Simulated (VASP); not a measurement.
Input of a VASP 6.6.1 run:

File INCAR:

```
SYSTEM = NaCl
  PREC = Accurate
  ENCUT = 520
  EDIFF = 1E-7
  ISMEAR = -1
  SIGMA = 0.05
  LREAL = .FALSE.
  LASPH = .TRUE.
  NELM = 60
  ALGO = Normal
  ISIF = 2
  LWAVE = .FALSE.
  LCHARG = .TRUE.
  GGA = PE
  LELF = .TRUE.
  LVHAR = .TRUE.
  NBANDS = 14
```

KPOINTS

```
Automatic mesh
0
G
  6 6 6
  0 0 0
```

The input POSCAR:

```
NaCl
1.0
    3.5021900000      0.0000000000      0.0000000000
    0.0000000000      3.5021900000      0.0000000000
    0.0000000000      0.0000000000      3.5021900000
Cl Na
1 1
Direct
    0.5000000000      0.5000000000      0.5000000000
    0.0000000000      0.0000000000      0.0000000000
```

Potentials or basis: VASP PAW PBE potentials, release 64 (Cl, Na_pv).

The run is started by

```sh
$ cat potpaw_PBE.64/Cl/POTCAR potpaw_PBE.64/Na_pv/POTCAR > POTCAR
$ mpirun -np 1 vasp_std > vasp.out
```

Question: Predict the band gap on the k mesh.

Answer: 3.98 eV, indirect (least direct gap 4.47 eV).

Question: What does it give for the pressure?

Answer: 0.1 GPa.

A k mesh can miss the band edges. A hybrid or GW would open this gap; PBE tends to underestimate it.
